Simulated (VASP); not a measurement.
Here is a VASP 6.6.1 calculation.

Contents of INCAR:

```
ALGO = Normal
EDIFF = 1E-7
EDIFFG = -0.04
ENCUT = 910
GGA = PE
GGA_COMPAT = F
IBRION = 2
ISIF = 3
ISMEAR = 0
LASPH = T
LCHARG = F
LREAL = F
LWAVE = F
NELM = 120
NELMIN = 4
NSW = 90
PREC = Accurate
SIGMA = 0.1
```

KPOINTS

```
k-points
0
Gamma
  4 4 4
```

POSCAR

```
BaBCl3
1.0
    4.4096762900      0.0000000000      0.0000000000
    0.0000000000      4.4096762900      0.0000000000
    0.0000000000      0.0000000000      4.6178898900
Ba B Cl
1 1 3
Direct
    0.0000000000      0.0000000000      0.0000000000
    0.0000000000      0.0000000000      0.5000000000
    0.0000000000      0.5000000000      0.1912014900
    0.5000000000      0.0000000000      0.8087985100
    0.5000000000      0.5000000000      0.5000000000
```

Potentials or basis: VASP PAW PBE potentials, release 64 (Ba_sv, B_h, Cl).

The run is started by

```bash
$ cat potpaw_PBE.64/Ba_sv/POTCAR potpaw_PBE.64/B_h/POTCAR potpaw_PBE.64/Cl/POTCAR > POTCAR
$ mpirun -np 1 vasp_std > vasp.out
```

(1) Predict the relaxed volume.

(2) Predict the space group after relaxing (to 0.1 Å).

## Answers

(1) 34.33 Å³/atom.

(2) P-4m2 (No. 115).

Caveat: the volume moved by over 15 % at a fixed basis, so the end points are rough.
